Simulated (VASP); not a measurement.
# Li (a cell with a defect) in VASP: further runs, part 2 of 2

VASP 6.6.1. Earlier steps stand in the parts before.

## Step 4: Single point, LDA

INCAR reads:

```
PREC = Accurate ; ENCUT = 520
EDIFF = 1E-7 ; ISMEAR = 0
SIGMA = 0.15 ; LREAL = Auto
LASPH = True ; NELM = 60
ALGO = Normal ; ISIF = 2
LWAVE = False ; LCHARG = True
LELF = True ; LVHAR = True
NBANDS = 40
```

KPOINTS reads:

```
regular mesh
0
Gamma
  3 3 3
```

POSCAR reads:

```
Li
1.0
    6.9800000000      0.0000000000      0.0000000000
    0.0000000000      6.9800000000      0.0000000000
    0.0000000000      0.0000000000      6.9800000000
Li
17
Direct
    0.0493926934     -0.0560406877     -0.1091459885
    0.5218395415      0.0025681948     -0.0083156160
   -0.0028820917      0.5170021490      0.0157699140
    0.0207597421      0.0094565903      0.5010895415
    0.2698862464      0.2476610315      0.2324446991
    0.5374055874      0.4973544413      0.0270206304
    0.4808422636     -0.0069206304      0.5221348138
    0.6878124642      0.2995802292      0.3598836676
    0.0225293696      0.5084057307      0.4880667622
    0.2422522923      0.7871885387      0.2223687679
    0.2660296562      0.2731810888      0.7595090258
    0.4549969914      0.5508623209      0.4751123209
    0.7566425501      0.7712550143      0.2594574499
    0.7569968481      0.2676191977      0.7506143266
    0.2944787966      0.7047948424      0.7736343840
    0.7460266476      0.7311636103      0.7265892550
   -0.1060524355      0.1443050143      0.1284283668
```

Launch:

```sh
cat potpaw_LDA.64/Li_sv/POTCAR > POTCAR
mpirun -np 1 vasp_std > vasp.out
```

It took 9 min on 1 thread of Oxide Virtual Turin-like, shared host; peak memory 0.3 GiB.

The run converged. Its results:

```yaml
Free_energy: -34.1682 eV
Largest_force: 0.021 eV/Å
Band_gap_on_the_k_mesh: zero (an odd number of electrons rules out a gap without spin polarisation)
```

Forces in eV/Å, atoms in the order of the input:
```
Li  -0.003 -0.013  0.004
Li   0.001  0.004  0.009
Li   0.006 -0.004  0.004
Li  -0.004 -0.003 -0.009
Li  -0.008  0.000 -0.007
Li  -0.002 -0.002  0.001
Li   0.002  0.007 -0.006
Li  -0.017 -0.003  0.011
Li  -0.007  0.002  0.001
Li   0.005 -0.003 -0.001
Li  -0.005 -0.002  0.004
Li   0.005  0.005  0.007
Li   0.009  0.003 -0.010
Li   0.007  0.001  0.003
Li   0.012  0.009 -0.002
Li   0.003 -0.002  0.000
Li  -0.004  0.002 -0.009
```

Levels at points of the mesh, in eV from the Fermi level:
```tsv
k point	band 22	band 23	band 24	band 25	band 26	band 27	band 28	band 29
(0.00, 0.00, 0.00)	-1.15	-1.14	-1.11	0.03	0.07	0.33	0.37	0.40
```

Caveat: the cutoff is under 1.25 times the usual one of these potentials, so pressure, stress and relaxed cells hold a basis-set (Pulay) error.

## Step 5: Single point, LDA

INCAR reads:

```
SYSTEM = Li
PREC = Accurate ; ENCUT = 520
EDIFF = 1E-7 ; ISMEAR = 0
SIGMA = 0.15 ; LREAL = Auto
LASPH = .TRUE. ; NELM = 60
ALGO = Normal ; ISIF = 2
LWAVE = .FALSE. ; LCHARG = .FALSE.
NBANDS = 40
```

KPOINTS reads:

```
regular mesh
0
G
  3 3 3
  0 0 0
```

POSCAR reads:

```
Li
1.0
    6.9800000000      0.0000000000      0.0000000000
    0.0000000000      6.9800000000      0.0000000000
    0.0000000000      0.0000000000      6.9800000000
Li
17
Direct
    0.0477719198     -0.1085904011     -0.0622111748
    0.5204467049     -0.0081637536      0.0089889685
    0.0189932665      0.4988472779      0.0032144699
   -0.0017904011      0.0169631805      0.5167383954
    0.2654535817      0.2350319484      0.2480402579
    0.4839015759      0.5204386819     -0.0034687679
    0.5358945559      0.0261712034      0.4917130372
    0.6933008596      0.3591219198      0.3031065903
    0.0225097421      0.4896717765      0.5161485673
    0.2577540115      0.7594886819      0.2716098854
    0.2479306590      0.2215603152      0.7856184814
    0.4553464183      0.4786803725      0.5457726361
    0.7609160458      0.7495724928      0.2677362464
    0.7523333811      0.2549209169      0.7694090258
    0.3004495702      0.7742634670      0.7075477077
    0.7431892550      0.7285881089      0.7310987106
   -0.1053712034      0.1264475645      0.1421941261
```

Potentials or basis: VASP PAW LDA potentials, release 64 (Li_sv).

Launch:

```sh
cat potpaw_LDA.64/Li_sv/POTCAR > POTCAR
mpirun -np 1 vasp_std > vasp.out
```

OUTCAR:

```text
SYSTEM = Li
   PREC = Accurate
   ENCUT = 520
   EDIFF = 1E-7
   ISMEAR = 0
   LREAL = Auto
   LASPH = .TRUE.
   NELM = 60
   ISIF = 2

 ion  position               nearest neighbor table
   1  0.048  0.891  0.938-  17 2.42  15 2.52
   2  0.520  0.992  0.009-
   3  0.019  0.499  0.003-
   4  0.998  0.017  0.517-
   5  0.265  0.235  0.248-
   6  0.484  0.520  0.997-
   7  0.536  0.026  0.492-
   8  0.693  0.359  0.303-  17 2.42  12 2.51
   9  0.023  0.490  0.516-
  10  0.258  0.759  0.272-
  11  0.248  0.222  0.786-
  12  0.455  0.479  0.546-   8 2.51  15 2.59
  13  0.761  0.750  0.268-
  14  0.752  0.255  0.769-
  15  0.300  0.774  0.708-   1 2.52  12 2.59
  16  0.743  0.729  0.731-
  17  0.895  0.126  0.142-   1 2.42   8 2.42

  LATTYP: Found a simple cubic cell.
 ALAT       =     6.9800000000

  Lattice vectors:

 A1 = (   6.9800000000,   0.0000000000,   0.0000000000)
 A2 = (   0.0000000000,   6.9800000000,   0.0000000000)
 A3 = (   0.0000000000,   0.0000000000,   6.9800000000)

Analysis of symmetry for initial positions (statically):
=====================================================================
 Subroutine PRICEL returns:
 Original cell was already a primitive cell.

 Routine SETGRP: Setting up the symmetry group for a
 simple cubic supercell.

 Subroutine GETGRP returns: Found  1 space group operations
 (whereof  1 operations were pure point group operations)
 out of a pool of 48 trial point group operations.

The static configuration has the point symmetry C_1 .

Analysis of symmetry for dynamics (positions and initial velocities):
=====================================================================
 Subroutine PRICEL returns:
 Original cell was already a primitive cell.

 Routine SETGRP: Setting up the symmetry group for a
 simple cubic supercell.

 Subroutine GETGRP returns: Found  1 space group operations
 (whereof  1 operations were pure point group operations)
 out of a pool of 48 trial point group operations.

The dynamic configuration has the point symmetry C_1 .

 Subroutine INISYM returns: Found  1 space group operations
 (whereof  1 operations are pure point group operations),
 and found     1 'primitive' translations

----------------------------------------------------------------------------------------

                                     Primitive cell

  volume of cell :     340.0684

  direct lattice vectors                    reciprocal lattice vectors
     6.980000000  0.000000000  0.000000000     0.143266476  0.000000000  0.000000000
     0.000000000  6.980000000  0.000000000     0.000000000  0.143266476  0.000000000
     0.000000000  0.000000000  6.980000000     0.000000000  0.000000000  0.143266476

  length of vectors
     6.980000000  6.980000000  6.980000000     0.143266476  0.143266476  0.143266476

  position of ions in fractional coordinates (direct lattice)
     0.047771920  0.891409599  0.937788825
     0.520446705  0.991836246  0.008988968
     0.018993266  0.498847278  0.003214470
     0.998209599  0.016963180  0.516738395
     0.265453582  0.235031948  0.248040258
     0.483901576  0.520438682  0.996531232
[... 9 lines left out ...]
     0.743189255  0.728588109  0.731098711
     0.894628797  0.126447564  0.142194126

  ion indices of the primitive-cell ions
[... 56 lines left out ...]
  0.000000 -0.333333  0.333333      2.000000
  0.333333  0.333333  0.333333      2.000000
 -0.333333  0.333333  0.333333      2.000000
 -0.333333 -0.333333  0.333333      2.000000
  0.333333 -0.333333  0.333333      2.000000
   k-points           NKPTS =     14   k-points in BZ     NKDIM =     14   number of bands    NBANDS=     40
   number of dos      NEDOS =    301   number of ions     NIONS =     17
   total plane-waves  NPLWV = 157464
   dimension x,y,z NGX =    54 NGY =   54 NGZ =   54
   dimension x,y,z NGXF=   108 NGYF=  108 NGZF=  108
   ions per type =              17
   NGX,Y,Z   is equivalent  to a cutoff of  12.86, 12.86, 12.86 a.u.
   NGXF,Y,Z  is equivalent  to a cutoff of  25.72, 25.72, 25.72 a.u.
 SYSTEM =  Li
   PREC   = accura    normal or accurate (medium, high low for compatibility)
   ISTART =      0    job   : 0-new  1-cont  2-samecut
   ICHARG =      2    charge: 1-file 2-atom 10-const
   ISPIN  =      1    spin polarized calculation?
   LNONCOLLINEAR =      F non collinear calculations
   LSORBIT =      F    spin-orbit coupling
   LASPH  =      T    aspherical Exc in radial PAW
   ENCUT  =  520.0 eV  38.22 Ry    6.18 a.u.  12.98 12.98 12.98*2*pi/ulx,y,z
   NELM   =     60;   NELMIN=  2; NELMDL= -5     # of ELM steps
   EDIFF  = 0.1E-06   stopping-criterion for ELM
   LREAL  =      T    real-space projection
   EDIFFG = 0.1E-05   stopping-criterion for IOM
   NSW    =      0    number of steps for IOM
   IBRION =     -1    ionic relax: 0-MD 1-quasi-New 2-CG
   NFREE  =      0    steps in history (QN), initial steepest desc. (CG)
   ISIF   =      2    stress and relaxation
   ISYM   =      2    0-nonsym 1-usesym 2-fastsym
   POTIM  = 0.5000    time-step for ionic-motion
   TEBEG  =    0.0;   TEEND  =   0.0 temperature during run
   PSTRESS=    0.0 pullay stress
   NELECT =      51.0000    total number of electrons
   NUPDOWN=      -1.0000    fix difference up-down
   EMIN   =  10.00;   EMAX   =-10.00  energy-range for DOS
   EFERMI =   0.00;   METHOD = LEGACY
   ISMEAR =     0;   SIGMA  =   0.15  broadening in eV -4-tet -1-fermi 0-gaus
   EFERMI_NEDOS =   21; number of points for ismear=-14 and -15
   IALGO  =     38    algorithm
   IMIX   =      4    mixing-type and parameters
     AMIX     =   0.40;   BMIX     =  1.00
     AMIX_MAG =   1.60;   BMIX_MAG =  1.00
  volume/ion in A,a.u.               =      20.00       134.99
  Fermi-wavevector in a.u.,A,eV,Ry     =   0.869780  1.643646 10.293044  0.756517
  Thomas-Fermi vector in A             =   1.988651
   LORBIT       =      0    0 simple, 1 ext, 2 COOP (PROOUT), +10 PAW based schemes
   GGA     = CA    functional components
   LHFCALC =     F    Hartree Fock is set to
   AEXX    =    0.0000 exact exchange contribution
   IVDW    =     0    specifies the selected vdW correction
   LEPSILON=     F    determine dielectric tensor
   LRPA    =     F    only Hartree local field effects (RPA)
 non-spin polarized calculation
 Gauss-broadening in eV      SIGMA  =   0.15
  energy-cutoff  :      520.00
  volume of cell :      340.07
 maximum number of plane-waves:      9180
 NGX is ok and might be reduce to    54
   NGX = 25   NGY = 25   NGZ = 25

 number of electron      50.9999992 magnetization

 Free energy of the ion-electron system (eV)
  ---------------------------------------------------
  ext. energy  EPLUGINS =         0.00000000
  ---------------------------------------------------
  free energy    TOTEN  =       -34.16869095 eV

  energy without entropy =      -34.09215903  energy(sigma->0) =      -34.13042499

 E-fermi :   0.5773     XC(G=0):  -7.1725

 val. band max:        0.5761461334   @ k =   0.3333   0.0000   0.3333
 cond. band min:       0.6004546559   @ k =   0.0000   0.0000   0.0000
 fundamental gap:      0.0243085224
 Fermi energy:         0.5772729905

 k-point     1 :       0.0000    0.0000    0.0000
  band No.  band energies     occupation
      1     -45.1152      2.00000
      2     -45.0821      2.00000
      3     -45.0641      2.00000
      4     -45.0519      2.00000
      5     -45.0438      2.00000
      6     -45.0421      2.00000
[... 549 lines left out ...]
     36       3.4973      0.00000
     37       3.9309      0.00000
 [bands above 37 left out]

------------------------ aborting loop because EDIFF is reached ----------------------------------------

  FORCE on cell =-STRESS in cart. coord.  units (eV):
  Direction    XX          YY          ZZ          XY          YZ          ZX
  --------------------------------------------------------------------------------------
  -------------------------------------------------------------------------------------
  Total       -1.7430269     -0.9967519     -1.7966243     -0.5606015      0.5538809     -0.3942261
  in kB       -8.2119901     -4.6960355     -8.4645054     -2.6411834      2.6095206     -1.8573326
  external PRESSURE =      -7.1241770 kB  Pullay stress =       0.0000000 kB

 VOLUME and BASIS-vectors are now :
 -----------------------------------------------------------------------------
  energy-cutoff  :      520.00
  volume of cell :      340.07
      direct lattice vectors                 reciprocal lattice vectors
     6.980000000  0.000000000  0.000000000     0.143266476  0.000000000  0.000000000
     0.000000000  6.980000000  0.000000000     0.000000000  0.143266476  0.000000000
     0.000000000  0.000000000  6.980000000     0.000000000  0.000000000  0.143266476

 POSITION                                       TOTAL-FORCE (eV/Angst)
 -----------------------------------------------------------------------------------
      0.33345      6.22204      6.54577         0.001085     -0.006859     -0.005422
      3.63272      6.92302      0.06274        -0.001501      0.002551      0.003055
      0.13257      3.48195      0.02244        -0.002891      0.004941      0.000265
      6.96750      0.11840      3.60683         0.004692     -0.001557      0.005851
      1.85287      1.64052      1.73132         0.010213      0.009092      0.001993
      3.37763      3.63266      6.95579        -0.003648     -0.004618      0.002486
[... 9 lines left out ...]
      5.18746      5.08555      5.10307        -0.000261      0.003531     -0.002232
      6.24451      0.88260      0.99252        -0.013389     -0.004853     -0.003386
 -----------------------------------------------------------------------------------
    total drift:                               -0.014200      0.011321      0.004881

  FREE ENERGIE OF THE ION-ELECTRON SYSTEM (eV)
  ---------------------------------------------------
  free  energy   TOTEN  =       -34.1686909485 eV

  energy  without entropy=      -34.0921590333  energy(sigma->0) =      -34.13042499
```

It took 8.8 min on 1 thread of Oxide Virtual Turin-like, shared host; peak memory 0.3 GiB.

What came out:

| Item | Value |
| --- | --- |
| Free energy | -34.1687 eV |
| Largest force | 0.016 eV/Å |
| Band gap on the k mesh | zero (an odd number of electrons rules out a gap without spin polarisation) |

Forces in eV/Å, atoms in the order of the input:
```
Li   0.001 -0.007 -0.005
Li  -0.002  0.003  0.003
Li  -0.003  0.005  0.000
Li   0.005 -0.002  0.006
Li   0.010  0.009  0.002
Li  -0.004 -0.005  0.002
Li  -0.001 -0.007 -0.004
Li  -0.007 -0.008 -0.011
Li   0.001  0.005  0.002
Li   0.007 -0.002 -0.002
Li   0.004  0.005 -0.002
Li  -0.002 -0.001  0.006
Li  -0.004  0.001 -0.001
Li   0.011  0.005  0.006
Li  -0.004  0.001  0.003
Li   0.000  0.004 -0.002
Li  -0.013 -0.005 -0.003
```

Levels at points of the mesh, in eV from the Fermi level:
```tsv
k point	band 23	band 24	band 25	band 26	band 27	band 28
(0.00, 0.00, 0.00)	-1.14	-1.11	0.02	0.07	0.33	0.37
```

Caveat: the cutoff is under 1.25 times the usual one of these potentials, so pressure, stress and relaxed cells hold a basis-set (Pulay) error.

The gap in the log of VASP goes by the Fermi energy; the results here count the filled bands.